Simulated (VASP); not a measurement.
Here is a VASP 6.6.1 calculation.

The input INCAR:

```
SYSTEM = Cd9S8
PREC = Accurate
ENCUT = 520
EDIFF = 1E-7
ISMEAR = 0
SIGMA = 0.02
LREAL = Auto
LASPH = .TRUE.
NELM = 60
ALGO = Normal
ISIF = 2
LWAVE = .FALSE.
LCHARG = .FALSE.
GGA = PS
NBANDS = 92
```

File KPOINTS:

```
regular mesh
0
G
  2 2 2
  0 0 0
```

POSCAR

```
Cd9S8
1.0
    0.0000000000      5.8238935687     -5.8238935687
    5.8238935687      5.8238935687      0.0000000000
    5.8238935687      0.0000000000     -5.8238935687
Cd S
9 8
Direct
    0.5022604664      0.5023045949     -0.0279975068
    0.4894492776     -0.0122123626      0.0113697991
    0.9877875398      0.4894494493      0.0113933229
    0.9962284564     -0.0037398520     -0.0073111741
    0.5023044232      0.5022604664      0.5234327283
    0.4713678174      0.0641189602      0.4822321986
    1.0641191201      0.4713677315      0.4822808774
    0.9962599645     -0.0037715318      0.5148224233
    0.6701570786      0.6701570786      0.5798429281
    0.4177335096      0.4177333379      0.3322666318
    0.3659571513      0.8922966120      0.3789555001
    0.8923281201      0.3659237544      0.3789803117
    0.8883839375      0.8883839375      0.3616158975
    0.3580017346      0.3580017346      0.8919984438
    0.3659238403      0.8923282060      0.8627677413
    0.8922966979      0.3659572372      0.8627906641
    0.8638636576      0.8638636576      0.8861362144
```

Potentials or basis: VASP PAW PBE potentials, release 64 (Cd, S).

Command:

```bash
$ cat potpaw_PBE.64/Cd/POTCAR potpaw_PBE.64/S/POTCAR > POTCAR
$ mpirun -np 1 vasp_std > vasp.out
```

(1) Estimate the pressure.

(2) Predict the largest force.

(3) Estimate the band gap on the k mesh.

Answers

(1) 5.0 GPa.

(2) 0.040 eV/Å.

(3) zero (bands 78 and 79 overlap by 0.28 eV).

Caveat: the k points lie up to 0.47 Å⁻¹ apart; the PAW data sets were made with another functional, which shifts forces and pressure a little.
